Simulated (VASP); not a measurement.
# CuO (C2/c) in VASP: further runs, part 2 of 2

VASP 6.6.1. The steps go on from the part before.

## (5) Single point, r2SCAN

This run uses another cell than the first one, of 9.73 Å³/atom.

File POSCAR:

```
CuO
1.0
    2.3101994985     -1.6881714891      0.0000000000
    2.3101994985      1.6881714891      0.0000000000
   -0.8385391614      0.0000000000      4.9895114286
Cu O
2 2
Direct
    0.5000000000      0.0000000000      0.5000000000
    0.0000000000      0.5000000000      0.0000000000
    0.4184000000      0.5816000000      0.7500000000
    0.5816000000      0.4184000000      0.2500000000
```

File INCAR.step1:

```
SYSTEM = CuO
ALGO = Normal
EDIFF = 1E-4
ENCUT = 520
GGA = PE
ISMEAR = -1
LASPH = .True.
LCHARG = .False.
LREAL = .False.
LWAVE = .True.
NBANDS = 25
NELM = 100
PREC = Accurate
SIGMA = 0.05
```

File INCAR.step2:

```
SYSTEM = CuO
ALGO = Normal
EDIFF = 1E-7
ENCUT = 520
ISIF = 2
ISMEAR = -1
ISTART = 1
LASPH = .True.
LCHARG = .False.
LMIXTAU = .True.
LREAL = .False.
LWAVE = .False.
METAGGA = R2SCAN
NBANDS = 25
NELM = 100
PREC = Accurate
SIGMA = 0.05
```

File KPOINTS:

```
k-points
0
Gamma
  10 10 5
  0 0 0
```

Potentials or basis: VASP PAW PBE potentials, release 64 (Cu, O).

Run with:

```
$ cat potpaw_PBE.64/Cu/POTCAR potpaw_PBE.64/O/POTCAR > POTCAR
$ cp INCAR.step1 INCAR
$ mpirun -np 1 vasp_std > vasp.out
$ cp INCAR.step2 INCAR
$ mpirun -np 1 vasp_std > vasp.out
```

OUTCAR:

```text
SYSTEM = CuO
   EDIFF = 1E-7
   ENCUT = 520
   ISIF = 2
   ISMEAR = -1
   ISTART = 1
   LASPH = .True.
   LREAL = .False.
   METAGGA = R2SCAN
   NELM = 100
   PREC = Accurate

 ion  position               nearest neighbor table
   1  0.500  0.000  0.500-   3 1.92   4 1.92   4 1.93   3 1.93
   2  0.000  0.500  0.000-   4 1.92   3 1.92   4 1.93   3 1.93
   3  0.418  0.582  0.750-   2 1.92   1 1.92   2 1.93   1 1.93
   4  0.582  0.418  0.250-   1 1.92   2 1.92   2 1.93   1 1.93

  LATTYP: Found a base centered monoclinic cell.
 ALAT       =     4.6203989970
 B/A-ratio  =     0.7307470589
 C/A-ratio  =     1.0950317057
 COS(beta)  =    -0.1657361228

  Lattice vectors:

 A1 = (   2.3101994985,  -1.6881714891,   0.0000000000)
 A2 = (   2.3101994985,   1.6881714891,   0.0000000000)
 A3 = (  -0.8385391614,   0.0000000000,   4.9895114286)

Analysis of symmetry for initial positions (statically):
=====================================================================
 Subroutine PRICEL returns:
 Original cell was already a primitive cell.

 Routine SETGRP: Setting up the symmetry group for a
 base centered monoclinic supercell.

 Subroutine GETGRP returns: Found  4 space group operations
 (whereof  2 operations were pure point group operations)
 out of a pool of  4 trial point group operations.

The static configuration has the point symmetry S_2 .
 The point group associated with its full space group is C_2h.

Analysis of symmetry for dynamics (positions and initial velocities):
=====================================================================
 Subroutine PRICEL returns:
 Original cell was already a primitive cell.

 Routine SETGRP: Setting up the symmetry group for a
 base centered monoclinic supercell.

 Subroutine GETGRP returns: Found  4 space group operations
 (whereof  2 operations were pure point group operations)
 out of a pool of  4 trial point group operations.

The dynamic configuration has the point symmetry S_2 .
[... 121 lines left out ...]
   IALGO  =     38    algorithm
   IMIX   =      4    mixing-type and parameters
     AMIX     =   0.40;   BMIX     =  1.00
     AMIX_MAG =   1.60;   BMIX_MAG =  1.00
  volume/ion in A,a.u.               =       9.73        65.66
  Fermi-wavevector in a.u.,A,eV,Ry     =   1.565008  2.957436 33.324052  2.449249
  Thomas-Fermi vector in A             =   2.667547
   LORBIT       =      0    0 simple, 1 ext, 2 COOP (PROOUT), +10 PAW based schemes
   METAGGA = R2SCAN    functional components
   LHFCALC =     F    Hartree Fock is set to
   AEXX    =    0.0000 exact exchange contribution
   IVDW    =     0    specifies the selected vdW correction
   LEPSILON=     F    determine dielectric tensor
   LRPA    =     F    only Hartree local field effects (RPA)
 non-spin polarized calculation
  energy-cutoff  :      520.00
  volume of cell :       38.92
 maximum number of plane-waves:      1071
 NGX is ok and might be reduce to    24
   NGX = 11   NGY = 11   NGZ = 19

 number of electron      33.9999986 magnetization

 Free energy of the ion-electron system (eV)
  ---------------------------------------------------
  ext. energy  EPLUGINS =         0.00000000
  ---------------------------------------------------
  free energy    TOTEN  =       -36.34047497 eV

  energy without entropy =      -36.32250218  energy(sigma->0) =      -36.33148857

 E-fermi :   6.1150     XC(G=0): -12.8757

 val. band max:        6.1087559859   @ k =   0.5000   0.5000   0.4000
 cond. band min:       6.1233053612   @ k =   0.3000   0.2000   0.4000
 fundamental gap:      0.0145493753
 Fermi energy:         6.1149711922

 k-point     1 :       0.0000    0.0000    0.0000
  band No.  band energies     occupation
      1     -15.3841      2.00000
      2     -13.9875      2.00000
      3      -2.7114      2.00000
      4       0.0042      2.00000
      5       0.4074      2.00000
      6       2.4302      2.00000
[... 661 lines left out ...]
     24      20.5756      0.00000
     25      21.5342      0.00000

 [... further k-points ...]

------------------------ aborting loop because EDIFF is reached ----------------------------------------

  FORCE on cell =-STRESS in cart. coord.  units (eV):
  Direction    XX          YY          ZZ          XY          YZ          ZX
  --------------------------------------------------------------------------------------
  -------------------------------------------------------------------------------------
  Total        1.9296335      1.8189159      2.0471547      0.0000000      0.0000000     -0.4281402
  in kB       79.4385584     74.8805696     84.2766326      0.0000000      0.0000000    -17.6255433
  external PRESSURE =      79.5319202 kB  Pullay stress =       0.0000000 kB

 VOLUME and BASIS-vectors are now :
 -----------------------------------------------------------------------------
  energy-cutoff  :      520.00
  volume of cell :       38.92
      direct lattice vectors                 reciprocal lattice vectors
     2.310199498 -1.688171489  0.000000000     0.216431525 -0.296178441  0.036373563
     2.310199498  1.688171489  0.000000000     0.216431525  0.296178441  0.036373563
    -0.838539161  0.000000000  4.989511429     0.000000000  0.000000000  0.200420425

 POSITION                                       TOTAL-FORCE (eV/Angst)
 -----------------------------------------------------------------------------------
      0.73583     -0.84409      2.49476         0.000000      0.000000      0.000000
      1.15510      0.84409      0.00000         0.000000      0.000000      0.000000
      1.68130      0.27551      3.74213         0.000000     -0.099831      0.000000
      2.10056     -0.27551      1.24738        -0.000000      0.099831      0.000000
 -----------------------------------------------------------------------------------
    total drift:                                0.000000      0.000000     -0.000000

  FREE ENERGIE OF THE ION-ELECTRON SYSTEM (eV)
  ---------------------------------------------------
  free  energy   TOTEN  =       -36.3404749706 eV

  energy  without entropy=      -36.3225021751  energy(sigma->0) =      -36.33148857
```

OUTCAR.step1:

```text
SYSTEM = CuO
   EDIFF = 1E-4
   ENCUT = 520
   GGA = PE
   ISMEAR = -1
   LASPH = .True.
   LREAL = .False.
   NELM = 100
[... 903 lines left out ...]
      1.15510      0.84409      0.00000         0.000000      0.000000     -0.000000
      1.68130      0.27551      3.74213        -0.000000     -0.078846      0.000000
      2.10056     -0.27551      1.24738        -0.000000      0.078846     -0.000000
 -----------------------------------------------------------------------------------
    total drift:                                0.000000      0.000000     -0.000000

  FREE ENERGIE OF THE ION-ELECTRON SYSTEM (eV)
  ---------------------------------------------------
  free  energy   TOTEN  =       -19.4225291375 eV

  energy  without entropy=      -19.4037973573  energy(sigma->0) =      -19.41316325
```

Run time: 5.2 min. Hardware: 1 thread of Intel Xeon Platinum 8488C (Sapphire Rapids), shared host; peak memory 0.25 GiB.

What came out:

| Quantity | Value |
| --- | --- |
| Free energy | -36.3405 eV |
| Pressure | 8.0 GPa |
| Largest force | 0.100 eV/Å |
| Band gap on the k mesh | zero (bands 17 and 18 overlap by 0.59 eV) |

Forces in eV/Å, atoms in the order of the input:
```
Cu   0.000  0.000  0.000
Cu   0.000  0.000  0.000
O    0.000 -0.100  0.000
O    0.000  0.100  0.000
```

Stress tensor (GPa, compression positive):
```
 7.94  0.00 -1.76
 0.00  7.49  0.00
-1.76  0.00  8.43
```

Caveat: the cell stands under pressure; the PAW data sets were made with another functional, which shifts forces and pressure a little; semilocal functionals often make such compounds metallic where correlation or magnetic order opens a gap, which also shifts bond lengths. With open d or f shells a metallic result of r2SCAN can be an artefact of self-interaction; +U or a hybrid may open a gap.

## (6) Single point, r2SCAN

This run uses another cell than the first one, of 9.93 Å³/atom.

File POSCAR:

```
CuO
1.0
    2.3261324123     -1.6998144190      0.0000000000
    2.3261324123      1.6998144190      0.0000000000
   -0.8443223728      0.0000000000      5.0239229397
Cu O
2 2
Direct
    0.5000000000      0.0000000000      0.5000000000
    0.0000000000      0.5000000000      0.0000000000
    0.4184000000      0.5816000000      0.7500000000
    0.5816000000      0.4184000000      0.2500000000
```

INCAR.step1 is that of step 5.

INCAR.step2: that of step 5 with these lines changed.

```diff
@@ -2,3 +2,3 @@
 ALGO = Normal
-EDIFF = 1E-7
+EDIFF = 1E-6
 ENCUT = 520
```

KPOINTS is that of step 5.

Potentials or basis: VASP PAW PBE potentials, release 64 (Cu, O).

Run with:

```
$ cat potpaw_PBE.64/Cu/POTCAR potpaw_PBE.64/O/POTCAR > POTCAR
$ cp INCAR.step1 INCAR
$ mpirun -np 1 vasp_std > vasp.out
$ cp INCAR.step2 INCAR
$ mpirun -np 1 vasp_std > vasp.out
```

OUTCAR:

```text
SYSTEM = CuO
   EDIFF = 1E-6
   ENCUT = 520
   ISIF = 2
   ISMEAR = -1
   ISTART = 1
   LASPH = .True.
   LREAL = .False.
   METAGGA = R2SCAN
   NELM = 100
   PREC = Accurate

 ion  position               nearest neighbor table
   1  0.500  0.000  0.500-   3 1.94   4 1.94   4 1.95   3 1.95
   2  0.000  0.500  0.000-   4 1.94   3 1.94   4 1.95   3 1.95
   3  0.418  0.582  0.750-   2 1.94   1 1.94   2 1.95   1 1.95
   4  0.582  0.418  0.250-   1 1.94   2 1.94   2 1.95   1 1.95

  LATTYP: Found a base centered monoclinic cell.
 ALAT       =     4.6522648246
 B/A-ratio  =     0.7307470589
[... 874 lines left out ...]
  --------------------------------------------------------------------------------------
  -------------------------------------------------------------------------------------
  Total        0.8537518      1.0345899      0.8028870      0.0000000      0.0000000     -0.2906895
  in kB       34.4297050     41.7224620     32.3784538      0.0000000      0.0000000    -11.7227920
  external PRESSURE =      36.1768736 kB  Pullay stress =       0.0000000 kB

 VOLUME and BASIS-vectors are now :
 -----------------------------------------------------------------------------
  energy-cutoff  :      520.00
  volume of cell :       39.73
      direct lattice vectors                 reciprocal lattice vectors
     2.326132412 -1.699814419  0.000000000     0.214949071 -0.294149758  0.036124421
     2.326132412  1.699814419  0.000000000     0.214949071  0.294149758  0.036124421
    -0.844322373  0.000000000  5.023922940     0.000000000  0.000000000  0.199047639

 POSITION                                       TOTAL-FORCE (eV/Angst)
 -----------------------------------------------------------------------------------
      0.74091     -0.84991      2.51196         0.000000      0.000000      0.000000
      1.16307      0.84991      0.00000         0.000000      0.000000      0.000000
      1.69289      0.27741      3.76794        -0.000000     -0.174075      0.000000
      2.11505     -0.27741      1.25598         0.000000      0.174075     -0.000000
 -----------------------------------------------------------------------------------
    total drift:                                0.000000      0.000000     -0.000000

  FREE ENERGIE OF THE ION-ELECTRON SYSTEM (eV)
  ---------------------------------------------------
  free  energy   TOTEN  =       -36.3706462006 eV

  energy  without entropy=      -36.3524104160  energy(sigma->0) =      -36.36152831
```

OUTCAR.step1:

```text
SYSTEM = CuO
   EDIFF = 1E-4
   ENCUT = 520
   GGA = PE
   ISMEAR = -1
   LASPH = .True.
   LREAL = .False.
   NELM = 100
[... 903 lines left out ...]
      1.16307      0.84991      0.00000         0.000000      0.000000     -0.000000
      1.69289      0.27741      3.76794        -0.000000     -0.152057     -0.000000
      2.11505     -0.27741      1.25598         0.000000      0.152057      0.000000
 -----------------------------------------------------------------------------------
    total drift:                                0.000000      0.000000     -0.000000

  FREE ENERGIE OF THE ION-ELECTRON SYSTEM (eV)
  ---------------------------------------------------
  free  energy   TOTEN  =       -19.4877310636 eV

  energy  without entropy=      -19.4687085622  energy(sigma->0) =      -19.47821981
```

OSZICAR.step1:

```text
N       E                     dE             d eps       ncg     rms          rms(c)
DAV:   1     0.290722646652E+03    0.29072E+03   -0.16574E+04  7562   0.218E+03
DAV:   2     0.927360451450E+01   -0.28145E+03   -0.25910E+03  7210   0.398E+02
DAV:   3    -0.244918841668E+02   -0.33765E+02   -0.31967E+02  8741   0.153E+02
DAV:   4    -0.255748328212E+02   -0.10829E+01   -0.10777E+01  8800   0.291E+01
DAV:   5    -0.255938455407E+02   -0.19013E-01   -0.19005E-01  9187   0.345E+00    0.174E+01
DAV:   6    -0.227508577182E+02    0.28430E+01   -0.34201E+01 10025   0.150E+02    0.129E+01
DAV:   7    -0.194288970409E+02    0.33220E+01   -0.94963E+00  8567   0.114E+02    0.260E+00
DAV:   8    -0.195234136798E+02   -0.94517E-01   -0.14600E+00  7559   0.834E+00    0.163E+00
DAV:   9    -0.194922458473E+02    0.31168E-01   -0.56454E-02 12219   0.653E+00    0.508E-01
DAV:  10    -0.194882910508E+02    0.39548E-02   -0.13080E-02 10632   0.190E+00    0.321E-01
DAV:  11    -0.194877021020E+02    0.58895E-03   -0.58736E-03 10737   0.706E-01    0.473E-02
DAV:  12    -0.194877310636E+02   -0.28962E-04   -0.22494E-04  5928   0.172E-01
   1 F= -.19487731E+02 E0= -.19478220E+02  d E =-.190225E-01
```

Run time: 4.9 min. Hardware: 1 thread of Intel Xeon Platinum 8488C (Sapphire Rapids), shared host; peak memory 0.25 GiB.

Results:

* Free energy: -36.3706 eV
* Pressure: 3.6 GPa
* Largest force: 0.174 eV/Å
* Band gap on the k mesh: zero (bands 17 and 18 overlap by 0.59 eV)

Forces on the atoms (eV/Å):
```
Cu   0.000  0.000  0.000
Cu   0.000  0.000  0.000
O    0.000 -0.174  0.000
O    0.000  0.174  0.000
```

Stress tensor (GPa, compression positive):
```
 3.44  0.00 -1.17
 0.00  4.17  0.00
-1.17  0.00  3.24
```

Levels at points of the mesh, in eV from the Fermi level:
```tsv
k point	band 14	band 15	band 16	band 17	band 18	band 19	band 20	band 21
(0.00, 0.00, 0.00)	-2.48	-2.42	-1.93	0.19	0.99	2.13	6.57	8.86
(0.50, 0.00, 0.00)	-1.84	-1.73	-1.62	0.03	0.26	5.29	6.94	7.58
(0.50, 0.50, 0.00)	-2.36	-1.72	-1.43	-0.79	1.13	3.69	7.70	9.05
```

Caveat: the cell stands under pressure; the PAW data sets were made with another functional, which shifts forces and pressure a little; semilocal functionals often make such compounds metallic where correlation or magnetic order opens a gap, which also shifts bond lengths. With open d or f shells a metallic result of r2SCAN can be an artefact of self-interaction; +U or a hybrid may open a gap.

## (7) The runs side by side

```tsv
level	cell	gap on the mesh (eV)	pressure (GPa)	largest force (eV/Å)
BLYP+D3(BJ)	a = 2.920, b = 2.920, c = 5.163 Å, angles 97.7, 97.7, 72.3°, 4 atoms	none	0.2	0.24
BLYP+D3(BJ)	a = 2.939, b = 2.939, c = 5.196 Å, angles 97.7, 97.7, 72.3°, 4 atoms	none	-3.0	0.30
BLYP+D3(BJ)	a = 2.957, b = 2.957, c = 5.229 Å, angles 97.7, 97.7, 72.3°, 4 atoms	none	-5.7	0.35
r2SCAN	a = 2.861, b = 2.861, c = 5.059 Å, angles 97.7, 97.7, 72.3°, 4 atoms	none	8.0	0.10
r2SCAN	a = 2.881, b = 2.881, c = 5.094 Å, angles 97.7, 97.7, 72.3°, 4 atoms	none	3.6	0.17
```

Alike in all rows: task single point; potentials or basis VASP PAW PBE potentials, release 64 (Cu, O); no spin polarisation; k mesh 10 × 10 × 5; cutoff (eV) 520; smearing fermi-dirac 0.05 eV.

Caveats: the PAW data sets were made with another functional, which shifts forces and pressure a little; semilocal functionals often make such compounds metallic where correlation or magnetic order opens a gap, which also shifts bond lengths; the cell stands under pressure (at least some runs); the cell stands under tension (at least some runs).

Total energies depend on the potentials used, so only differences within one code and one set of settings carry meaning.
